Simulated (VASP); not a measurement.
# Te2Mo: single point with PBE

Crystal: Te2Mo.

```xyz
6
Lattice="3.5872 0.0000 0.0000 -1.7936 3.1066 0.0000 0.0000 0.0000 14.2477" Properties=species:S:1:pos:R:3 pbc="T T T"
Te    1.7936    1.0355    5.3999
Te    0.0000    2.0711   12.5237
Te    1.7936    1.0355    1.7240
Te    0.0000    2.0711    8.8478
Mo    1.7936    1.0355   10.6857
Mo    0.0000    2.0711    3.5619
```

```json
{
  "Program": "VASP 6.6.1",
  "Task": "single point",
  "Functional": "PBE",
  "Potentials or basis": "VASP PAW PBE potentials, release 64 (Te, Mo_sv)",
  "Cutoff": "520 eV",
  "k mesh": "9 × 9 × 2",
  "Occupations": "fermi-dirac, width 0.05 eV",
  "Spin": "non-collinear spin, zero start, spin-orbit coupling",
  "Starting moments": "[[0.0, 0.0, 0.0], [0.0, 0.0, 0.0], [0.0, 0.0, 0.0], [0.0, 0.0, 0.0], [0.0, 0.0, 0.0], [0.0, 0.0, 0.0]] μB"
}
```

The pressure is -2.4 GPa and the largest force is 0.537 eV/Å. The net moment is 0.00 μB per cell. The valence electrons inside the program's atomic spheres are Te 3.39; Mo 12.29.

Forces on the atoms (eV/Å):
```
Te   0.000  0.000 -0.537
Te   0.000  0.000 -0.537
Te   0.000  0.000  0.537
Te   0.000  0.000  0.537
Mo   0.000  0.000  0.000
Mo   0.000  0.000  0.000
```

Stress tensor (GPa, compression positive):
```
-2.21  0.00  0.00
 0.00 -2.21  0.00
 0.00  0.00 -2.78
```

Moments on the atoms (μB; x, y, z):
```
Te  0.00 0.00 0.00
Te  0.00 0.00 0.00
Te  0.00 0.00 0.00
Te  0.00 0.00 0.00
Mo  0.00 0.00 0.00
Mo  0.00 0.00 0.00
```

It took 25 min on 1 thread of Oxide Virtual Turin-like Processor, on a shared host, peak memory 0.78 GiB.

Caveat: this functional lacks dispersion, which binds layers or chains, so the pressure and a relaxed spacing across them are unreliable.
